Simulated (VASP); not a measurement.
# YIn3 (Pm-3m) in VASP: a series of runs

YIn3 is run at these levels: LDA; tasks: single point.

All numbers are computed with VASP 6.6.1; they aren't measurements. Logs are shortened: lines on timing, memory, paths and dates and some standing lists are left out, and cuts for length are marked.

## 1. The cell of the first run

The structure is cubic, space group Pm-3m (No. 221). Conventional cell: a = 4.680 Å, b = 4.680 Å, c = 4.680 Å, α = 90.00°, β = 90.00°, γ = 90.00°. Within 4.4 Å of Y (site symmetry m-3m) lie 12 In at 3.31 Å. Within 4.4 Å of In (site symmetry 4/mmm) lie 4 Y at 3.31 Å and 8 In at 3.31 Å.

## 2. Single point, LDA

Input file INCAR:

```
SYSTEM = YIn3
  ALGO = Normal
  EDIFF = 1E-7
  ENCUT = 520
  GGA = CA
  ISIF = 2
  ISMEAR = -1
  LASPH = .True.
  LCHARG = .True.
  LELF = .True.
  LREAL = .False.
  LVHAR = .True.
  LWAVE = .False.
  NBANDS = 33
  NELM = 80
  PREC = Accurate
  SIGMA = 0.1
```

Input file KPOINTS:

```
k-points
0
Gamma
  5 5 5
  0 0 0
```

Input file POSCAR:

```
YIn3
1.0
    4.6803655529      0.0000000000      0.0000000000
    0.0000000000      4.6803655529      0.0000000000
    0.0000000000      0.0000000000      4.6803655529
Y In
1 3
Direct
    0.0000000000      0.0000000000      0.0000000000
    0.0000000000      0.5000000000      0.5000000000
    0.5000000000      0.0000000000      0.5000000000
    0.5000000000      0.5000000000      0.0000000000
```

Potentials or basis: VASP PAW LDA potentials, release 64 (Y_sv, In_d).

Launch:

```console
> cat potpaw_LDA.64/Y_sv/POTCAR potpaw_LDA.64/In_d/POTCAR > POTCAR
> mpirun -np 1 vasp_std > vasp.out
```

OUTCAR:

```text
SYSTEM = YIn3
   EDIFF = 1E-7
   ENCUT = 520
   GGA = CA
   ISIF = 2
   ISMEAR = -1
   LASPH = .True.
   LREAL = .False.
   NELM = 80
   PREC = Accurate

 ion  position               nearest neighbor table
   1  0.000  0.000  0.000-   2 3.31   3 3.31   4 3.31   2 3.31   3 3.31   2 3.31   4 3.31   2 3.31
                             3 3.31   4 3.31   3 3.31   4 3.31
   2  0.000  0.500  0.500-   1 3.31   3 3.31   4 3.31   1 3.31   4 3.31   1 3.31   3 3.31   1 3.31
                             3 3.31   4 3.31   4 3.31   3 3.31
   3  0.500  0.000  0.500-   1 3.31   2 3.31   4 3.31   1 3.31   4 3.31   2 3.31   4 3.31   4 3.31
                             1 3.31   2 3.31   1 3.31   2 3.31
   4  0.500  0.500  0.000-   1 3.31   2 3.31   3 3.31   2 3.31   3 3.31   1 3.31   3 3.31   3 3.31
                             1 3.31   2 3.31   2 3.31   1 3.31

  LATTYP: Found a simple cubic cell.
 ALAT       =     4.6803655529

  Lattice vectors:

 A1 = (   4.6803655529,   0.0000000000,   0.0000000000)
 A2 = (   0.0000000000,   4.6803655529,   0.0000000000)
 A3 = (   0.0000000000,   0.0000000000,   4.6803655529)

Analysis of symmetry for initial positions (statically):
=====================================================================
 Subroutine PRICEL returns:
 Original cell was already a primitive cell.

 Routine SETGRP: Setting up the symmetry group for a
 simple cubic supercell.

 Subroutine GETGRP returns: Found 48 space group operations
 (whereof 48 operations were pure point group operations)
 out of a pool of 48 trial point group operations.

The static configuration has the point symmetry O_h .

Analysis of symmetry for dynamics (positions and initial velocities):
=====================================================================
 Subroutine PRICEL returns:
 Original cell was already a primitive cell.

 Routine SETGRP: Setting up the symmetry group for a
 simple cubic supercell.

 Subroutine GETGRP returns: Found 48 space group operations
 (whereof 48 operations were pure point group operations)
 out of a pool of 48 trial point group operations.

The dynamic configuration has the point symmetry O_h .

 Subroutine INISYM returns: Found 48 space group operations
 (whereof 48 operations are pure point group operations),
 and found     1 'primitive' translations

----------------------------------------------------------------------------------------

                                     Primitive cell

  volume of cell :     102.5273

  direct lattice vectors                    reciprocal lattice vectors
     4.680365553  0.000000000  0.000000000     0.213658525  0.000000000  0.000000000
     0.000000000  4.680365553  0.000000000     0.000000000  0.213658525  0.000000000
     0.000000000  0.000000000  4.680365553     0.000000000  0.000000000  0.213658525

  length of vectors
     4.680365553  4.680365553  4.680365553     0.213658525  0.213658525  0.213658525

  position of ions in fractional coordinates (direct lattice)
     0.000000000  0.000000000  0.000000000
     0.000000000  0.500000000  0.500000000
     0.500000000  0.000000000  0.500000000
     0.500000000  0.500000000  0.000000000

  ion indices of the primitive-cell ions
   primitive index   ion index
                 1           1
                 2           2
                 3           3
                 4           4

----------------------------------------------------------------------------------------

 KPOINTS: k-points

Automatic generation of k-mesh.
 Grid dimensions read from file:
 generate k-points for:    5    5    5

 Generating k-lattice:

  Cartesian coordinates                     Fractional coordinates (reciprocal lattice)
     0.042731705  0.000000000  0.000000000     0.200000000  0.000000000  0.000000000
     0.000000000  0.042731705  0.000000000     0.000000000  0.200000000  0.000000000
     0.000000000  0.000000000  0.042731705     0.000000000  0.000000000  0.200000000

  Length of vectors
     0.042731705  0.042731705  0.042731705

  Shift w.r.t. Gamma in fractional coordinates (k-lattice)
     0.000000000  0.000000000  0.000000000

 Subroutine IBZKPT returns following result:
 ===========================================

 Found     10 irreducible k-points:

 Following reciprocal coordinates:
            Coordinates               Weight
  0.000000  0.000000  0.000000      1.000000
  0.200000  0.000000  0.000000      6.000000
  0.400000  0.000000  0.000000      6.000000
  0.200000  0.200000  0.000000     12.000000
  0.400000  0.200000  0.000000     24.000000
  0.400000  0.400000  0.000000     12.000000
  0.200000  0.200000  0.200000      8.000000
  0.400000  0.200000  0.200000     24.000000
  0.400000  0.400000  0.200000     24.000000
  0.400000  0.400000  0.400000      8.000000
   k-points           NKPTS =     10   k-points in BZ     NKDIM =     10   number of bands    NBANDS=     33
   number of dos      NEDOS =    301   number of ions     NIONS =      4
   total plane-waves  NPLWV =  46656
   dimension x,y,z NGX =    36 NGY =   36 NGZ =   36
   dimension x,y,z NGXF=    72 NGYF=   72 NGZF=   72
   ions per type =               1   3
   NGX,Y,Z   is equivalent  to a cutoff of  12.79, 12.79, 12.79 a.u.
   NGXF,Y,Z  is equivalent  to a cutoff of  25.57, 25.57, 25.57 a.u.
 SYSTEM =  YIn3
   PREC   = accura    normal or accurate (medium, high low for compatibility)
   ISTART =      0    job   : 0-new  1-cont  2-samecut
   ICHARG =      2    charge: 1-file 2-atom 10-const
   ISPIN  =      1    spin polarized calculation?
   LNONCOLLINEAR =      F non collinear calculations
   LSORBIT =      F    spin-orbit coupling
   LASPH  =      T    aspherical Exc in radial PAW
   ENCUT  =  520.0 eV  38.22 Ry    6.18 a.u.   8.70  8.70  8.70*2*pi/ulx,y,z
   NELM   =     80;   NELMIN=  2; NELMDL= -5     # of ELM steps
   EDIFF  = 0.1E-06   stopping-criterion for ELM
   LREAL  =      F    real-space projection
   EDIFFG = 0.1E-05   stopping-criterion for IOM
   NSW    =      0    number of steps for IOM
   IBRION =     -1    ionic relax: 0-MD 1-quasi-New 2-CG
   NFREE  =      0    steps in history (QN), initial steepest desc. (CG)
   ISIF   =      2    stress and relaxation
   ISYM   =      2    0-nonsym 1-usesym 2-fastsym
   POTIM  = 0.5000    time-step for ionic-motion
   TEBEG  =    0.0;   TEEND  =   0.0 temperature during run
   PSTRESS=    0.0 pullay stress
   NELECT =      50.0000    total number of electrons
   NUPDOWN=      -1.0000    fix difference up-down
   EMIN   =  10.00;   EMAX   =-10.00  energy-range for DOS
   EFERMI =   0.00;   METHOD = LEGACY
   ISMEAR =    -1;   SIGMA  =   0.10  broadening in eV -4-tet -1-fermi 0-gaus
   EFERMI_NEDOS =   21; number of points for ismear=-14 and -15
   IALGO  =     38    algorithm
   IMIX   =      4    mixing-type and parameters
     AMIX     =   0.40;   BMIX     =  1.00
     AMIX_MAG =   1.60;   BMIX_MAG =  1.00
  volume/ion in A,a.u.               =      25.63       172.97
  Fermi-wavevector in a.u.,A,eV,Ry     =   1.288601  2.435102 22.592365  1.660492
  Thomas-Fermi vector in A             =   2.420545
   LORBIT       =      0    0 simple, 1 ext, 2 COOP (PROOUT), +10 PAW based schemes
   GGA     = CA    functional components
   LHFCALC =     F    Hartree Fock is set to
   AEXX    =    0.0000 exact exchange contribution
   IVDW    =     0    specifies the selected vdW correction
   LEPSILON=     F    determine dielectric tensor
   LRPA    =     F    only Hartree local field effects (RPA)
 non-spin polarized calculation
  energy-cutoff  :      520.00
  volume of cell :      102.53
 maximum number of plane-waves:      2781
 NGX is ok and might be reduce to    36
   NGX = 17   NGY = 17   NGZ = 17

 number of electron      49.9999984 magnetization

 Free energy of the ion-electron system (eV)
  ---------------------------------------------------
  ext. energy  EPLUGINS =         0.00000000
  ---------------------------------------------------
  free energy    TOTEN  =       -18.53546581 eV

  energy without entropy =      -18.44925949  energy(sigma->0) =      -18.49236265

 E-fermi :   6.5607     XC(G=0): -10.6485

 val. band max:        6.5497638556   @ k =   0.4000   0.2000   0.0000
 cond. band min:       6.6478371736   @ k =   0.2000   0.2000   0.0000
 fundamental gap:      0.0980733180
 Fermi energy:         6.5607071631

 k-point     1 :       0.0000    0.0000    0.0000
  band No.  band energies     occupation
      1     -36.0333      2.00000
      2     -16.1593      2.00000
      3     -16.1593      2.00000
      4     -16.1593      2.00000
      5      -7.9267      2.00000
      6      -7.9267      2.00000
[... 25 lines left out ...]
     32      10.4927      0.00000
     33      10.4927      0.00000

 k-point     2 :       0.2000    0.0000    0.0000
  band No.  band energies     occupation
      1     -36.0330      2.00000
      2     -16.1699      2.00000
      3     -16.1599      2.00000
      4     -16.1599      2.00000
      5      -7.9168      2.00000
      6      -7.8890      2.00000
[... 25 lines left out ...]
     32      11.2451      0.00000
     33      11.2452      0.00000

 k-point     3 :       0.4000    0.0000    0.0000
  band No.  band energies     occupation
      1     -36.0327      2.00000
      2     -16.1870      2.00000
      3     -16.1609      2.00000
      4     -16.1609      2.00000
      5      -7.8990      2.00000
      6      -7.8122      2.00000
[... 25 lines left out ...]
     32      10.7248      0.00000
     33      10.7248      0.00000

 k-point     4 :       0.2000    0.2000    0.0000
  band No.  band energies     occupation
      1     -36.0328      2.00000
      2     -16.1713      2.00000
      3     -16.1680      2.00000
      4     -16.1605      2.00000
      5      -7.8845      2.00000
      6      -7.8755      2.00000
[... 169 lines left out ...]
     32      11.3016      0.00000
     33      11.5640      0.00000

 k-point     9 :       0.4000    0.4000    0.2000
  band No.  band energies     occupation
      1     -36.0319      2.00000
      2     -16.1814      2.00000
      3     -16.1800      2.00000
      4     -16.1679      2.00000
      5      -7.8165      2.00000
      6      -7.7796      2.00000
[... 25 lines left out ...]
     32      10.9012      0.00000
     33      12.0159      0.00000

 k-point    10 :       0.4000    0.4000    0.4000
  band No.  band energies     occupation
      1     -36.0317      2.00000
      2     -16.1789      2.00000
      3     -16.1771      2.00000
      4     -16.1771      2.00000
      5      -7.8248      2.00000
      6      -7.8024      2.00000
[... 25 lines left out ...]
     32      10.8425      0.00000
     33      13.8806      0.00000

------------------------ aborting loop because EDIFF is reached ----------------------------------------

  FORCE on cell =-STRESS in cart. coord.  units (eV):
  Direction    XX          YY          ZZ          XY          YZ          ZX
  --------------------------------------------------------------------------------------
  -------------------------------------------------------------------------------------
  Total       -3.7116506     -3.7116506     -3.7116506      0.0000000      0.0000000      0.0000000
  in kB      -58.0013834    -58.0013834    -58.0013834      0.0000000      0.0000000      0.0000000
  external PRESSURE =     -58.0013834 kB  Pullay stress =       0.0000000 kB

 VOLUME and BASIS-vectors are now :
 -----------------------------------------------------------------------------
  energy-cutoff  :      520.00
  volume of cell :      102.53
      direct lattice vectors                 reciprocal lattice vectors
     4.680365553  0.000000000  0.000000000     0.213658525  0.000000000  0.000000000
     0.000000000  4.680365553  0.000000000     0.000000000  0.213658525  0.000000000
     0.000000000  0.000000000  4.680365553     0.000000000  0.000000000  0.213658525

 POSITION                                       TOTAL-FORCE (eV/Angst)
 -----------------------------------------------------------------------------------
      0.00000      0.00000      0.00000         0.000000      0.000000      0.000000
      0.00000      2.34018      2.34018         0.000000      0.000000      0.000000
      2.34018      0.00000      2.34018         0.000000      0.000000      0.000000
      2.34018      2.34018      0.00000         0.000000      0.000000      0.000000
 -----------------------------------------------------------------------------------
    total drift:                                0.000000      0.000000      0.000000

  FREE ENERGIE OF THE ION-ELECTRON SYSTEM (eV)
  ---------------------------------------------------
  free  energy   TOTEN  =       -18.5354658149 eV

  energy  without entropy=      -18.4492594905  energy(sigma->0) =      -18.49236265
```

Wall time 32 s (1 thread of AMD EPYC 7R13 (Zen 3), shared host); peak memory 0.15 GiB.

Results:

* Free energy: -18.5355 eV
* Pressure: -5.8 GPa
* Band gap on the k mesh: zero (bands 25 and 26 overlap by 1.81 eV)

Levels at points of the mesh, in eV from the Fermi level:
```
           k point  band 23  band 24  band 25  band 26  band 27  band 28
(0.00, 0.00, 0.00)    -1.33    -1.33    -1.33     2.07     2.07     2.07
```

Caveat: the cell stands under tension; spin-orbit coupling is left out, which moves the levels of the heavy elements.

## 3. Single point, LDA

This run uses another cell than the first one, of 26.28 Å³/atom.

Input file INCAR:

```
PREC     = Accurate       # precision mode
ENCUT    = 520            # plane-wave cutoff, eV
EDIFF    = 1E-6           # SCF threshold, eV
ISMEAR   = -1             # smearing method
SIGMA    = 0.1            # smearing width, eV
LREAL    = F              # projectors in reciprocal space
LASPH    = T              # aspherical terms in the spheres
NELM     = 100            # most SCF steps
ALGO     = Normal         # electronic algorithm
ISIF     = 2              # what is computed and relaxed
LWAVE    = F              # write WAVECAR
LCHARG   = T              # write CHGCAR
LELF     = T              # ELF
LVHAR    = T            
NBANDS   = 33             # bands
```

Input file KPOINTS:

```
regular mesh
0
Gamma
  5 5 5
```

Input file POSCAR:

```
YIn3
1.0
    4.7195336128      0.0000000000      0.0000000000
    0.0000000000      4.7195336128      0.0000000000
    0.0000000000      0.0000000000      4.7195336128
Y In
1 3
Direct
    0.0000000000      0.0000000000      0.0000000000
    0.0000000000      0.5000000000      0.5000000000
    0.5000000000      0.0000000000      0.5000000000
    0.5000000000      0.5000000000      0.0000000000
```

Potentials or basis: VASP PAW LDA potentials, release 64 (Y_sv, In_d).

Launch:

```console
> cat potpaw_LDA.64/Y_sv/POTCAR potpaw_LDA.64/In_d/POTCAR > POTCAR
> mpirun -np 1 vasp_std > vasp.out
```

Run time: 32 s. Hardware: 1 thread of AMD EPYC 7R13 (Zen 3), shared host; peak memory 0.16 GiB.

The run converged. Its results:

```yaml
Free_energy: -18.4351 eV
Pressure: -6.7 GPa
Band_gap_on_the_k_mesh: zero (bands 25 and 26 overlap by 1.75 eV)
```

Levels at points of the mesh, in eV from the Fermi level:
| k point | band 22 | band 23 | band 24 | band 25 | band 26 | band 27 | band 28 | band 29 |
| --- | --- | --- | --- | --- | --- | --- | --- | --- |
| (0.00, 0.00, 0.00) | -2.76 | -1.27 | -1.27 | -1.27 | 2.03 | 2.03 | 2.03 | 2.71 |

Caveat: the cell stands under tension; spin-orbit coupling is left out, which moves the levels of the heavy elements.
